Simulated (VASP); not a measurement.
Input of a VASP 6.6.1 run:

Contents of INCAR:

```
ALGO = Normal ; EDIFF = 1E-7
ENCUT = 520 ; GGA = PE
ISIF = 2 ; ISMEAR = 1
LASPH = True ; LCHARG = False
LREAL = False ; LWAVE = False
NBANDS = 17 ; NELM = 80
PREC = Accurate ; SIGMA = 0.05
```

KPOINTS

```
k-points
0
Gamma
  10 10 10
```

The input POSCAR:

```
PbSe
1.0
    0.0000000000      3.0606500000      3.0606500000
    3.0606500000      0.0000000000      3.0606500000
    3.0606500000      3.0606500000      0.0000000000
Pb Se
1 1
Direct
   -0.0022480000     -0.0031650000     -0.0006020000
    0.5030880000      0.4999950000      0.4926990000
```

Potentials or basis: VASP PAW PBE potentials, release 64 (Pb_d, Se).

The run is started by

```sh
$ cat potpaw_PBE.64/Pb_d/POTCAR potpaw_PBE.64/Se/POTCAR > POTCAR
$ mpirun -np 1 vasp_std > vasp.out
```

(1) What does it give for the band gap on the k mesh?

(2) What does it give for the pressure?

(3) Estimate the largest force.

## Answers

(1) 0.29 eV, direct.

(2) 2.4 GPa.

(3) 0.019 eV/Å.

Caveat: spin-orbit coupling is left out, which moves the levels of the heavy elements.
